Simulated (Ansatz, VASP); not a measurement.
CdS in VASP and in Ansatz

```
CELL_PARAMETERS angstrom
0.00000 2.85110 2.85110
2.85110 0.00000 2.85110
2.85110 2.85110 0.00000
ATOMIC_POSITIONS crystal
Cd 0.00000 0.00000 0.00000
S 0.75000 0.75000 0.75000
```

Change from the starting cell: volume scaled by 0.9405, PAW files.

Alike in both runs: task electric field gradients; functional PBE; k mesh 9 × 9 × 9; occupations fermi-dirac, width 0.03 eV; no spin polarisation.

```csv
,VASP,Ansatz
version,VASP 6.6.1,Ansatz 0.2.0
potentials or method,"VASP PAW PBE potentials, release 64 (Cd, S)","PAW with Ansatz's default frozen-core files, scalar-relativistic"
plane-wave cutoff (eV),520,420
valence electrons in the cell,18,26
```

|  | VASP | Ansatz | Ansatz less VASP |
| --- | --- | --- | --- |
| gap on the k mesh at the Fermi level (eV) | 1.30 | 1.29 | -0.009 |
| pressure (GPa) | 8.6 | 8.1 | -0.49 |

VASP's potentials hold 18 valence electrons a cell and Ansatz's 26, so a difference there can come from the potentials and not from the codes.
